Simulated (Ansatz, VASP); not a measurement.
# One calculation of Sb2Te4O, two programs

```
CELL_PARAMETERS angstrom
0.00000 4.70626 4.70626
4.70626 0.00000 4.70626
4.70626 4.70626 0.00000
ATOMIC_POSITIONS crystal
Sb 0.75000 0.75000 0.75000
Sb 0.00000 0.00000 0.00000
Te 0.36382 0.36382 0.36382
Te 0.36382 0.36382 0.90853
Te 0.36382 0.90853 0.36382
Te 0.90853 0.36382 0.36382
O 0.50000 0.50000 0.50000
```

Alike in both runs: functional PBE; k mesh 2 × 2 × 2; occupations gaussian, width 0.15 eV; no spin polarisation.

Ansatz relaxed the structure, and its values are those at the end. VASP's run is a single point on that final structure, the one shown.

|  | VASP | Ansatz |
| --- | --- | --- |
| version | VASP 6.6.1 | Ansatz 0.2.0 |
| potentials or method | VASP PAW PBE potentials, release 64 (Sb, Te, O), cutoff 600 eV | scalar-relativistic, plane waves, PAW |
| valence electrons in the cell | 40 | 100 |

|  | VASP | Ansatz | Ansatz less VASP |
| --- | --- | --- | --- |
| gap on the k mesh at the Fermi level (eV) | none | none | - |
| pressure (GPa) | -0.3 | -0.1 | +0.17 |
| rms of the force components (eV/Å) | 0.030 | 0.043 | +0.0131 |

A gap of «none» marks a metal or a gap that the smearing closes. The functional is the same, so the differences come from potentials, cutoffs and numerics. VASP's potentials hold 40 valence electrons a cell and Ansatz's 100, so a difference there can come from the potentials and not from the codes.

The k mesh is coarse, so the values compare programs but aren't converged. Spin-orbit coupling is off throughout.
